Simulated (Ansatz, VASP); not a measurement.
# Two plane-wave programs on AgBr

```
Ag Br
1.0
     0.00000    2.89273    2.89273
     2.89273    0.00000    2.89273
     2.89273    2.89273    0.00000
Ag Br
1 1
Direct
  0.00000 0.00000 0.00000
  0.50000 0.50000 0.50000
```

Alike in both runs: task single point; functional PBE-based screened hybrid; k mesh 4 × 4 × 4; no spin polarisation.

|  | VASP | Ansatz |
| --- | --- | --- |
| version | VASP 6.6.1 | Ansatz 0.2.0 |
| potentials or method | VASP PAW PBE potentials, release 64 (Ag, Br) | plane waves |
| plane-wave cutoff (eV) | 400 | 420 |
| occupations | gaussian, width 0.01 eV | fixed |
| valence electrons in the cell | 18 | 26 |

```csv
,VASP,Ansatz,Ansatz less VASP
gap on the k mesh at the Fermi level (eV),2.29,2.32,+0.034
pressure (GPa),0.8,1.1,+0.30
```

VASP's potentials were made for PBE, not for PBE-based screened hybrid. VASP's potentials hold 18 valence electrons a cell and Ansatz's 26, so a difference there can come from the potentials and not from the codes. Ansatz's warnings: stress exchange threshold loose, stress scf threshold loose.

The k mesh is coarse, so the values compare programs but aren't converged.
